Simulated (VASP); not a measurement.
The system is ScNi3Ir.

```
Sc Ni Ir
1.0
     3.88592    0.00000    0.00000
     0.00000    3.88592    0.00000
     0.00000    0.00000    3.88592
Sc Ni Ir
1 3 1
Cartesian
  0.0000 0.0000 0.0000
  0.0000 1.9430 1.9430
  1.9430 0.0000 1.9430
  1.9430 1.9430 0.0000
  1.9430 1.9430 1.9430
```

| Item | Value |
| --- | --- |
| Program | VASP 6.6.1 |
| Task | relaxation of cell and atoms |
| Functional | PBE |
| Potentials or basis | VASP PAW PBE potentials, release 64 (Sc_sv, Ni, Ir) |
| Cutoff | 600 eV |
| k mesh | 4 × 4 × 4 |
| Occupations | gaussian, width 0.1 eV |
| Spin | no spin polarisation |

At the start: pressure 130.7 GPa; volume 11.74 Å³/atom.

Problem. How do energy, volume and symmetry change on relaxing?

Solution. Over 5 steps the energy falls by 1820.6 meV/atom and the volume is 18.25 Å³/atom (+55.5 %); space group Pm-3m (No. 221, to 0.05 Å).

The path:
| step | energy change (eV) | largest force (eV/Å) | pressure (GPa) | volume (Å³) |
| --- | --- | --- | --- | --- |
| 1 | 0.0000 | 0.0000 | 130.69 | 58.68 |
| 2 | -0.3533 | 0.0000 | -15.45 | 183.31 |
| 3 | -8.9537 | 0.0000 | -6.86 | 97.96 |
| 4 | -9.0720 | 0.0000 | -3.34 | 94.29 |
| 5 | -9.1031 | 0.0000 | 0.20 | 91.24 |

Final structure:
```xyz
5
Lattice="4.5020 0.0000 0.0000 0.0000 4.5020 0.0000 0.0000 0.0000 4.5020" Properties=species:S:1:pos:R:3 pbc="T T T"
Sc    0.0000    0.0000    0.0000
Ni    0.0000    2.2510    2.2510
Ni    2.2510    0.0000    2.2510
Ni    2.2510    2.2510    0.0000
Ir    2.2510    2.2510    2.2510
```

Caveat: the k points lie up to 0.35 Å⁻¹ apart in the final cell; the volume moved by over 15 % at a fixed basis, so the end points are rough.
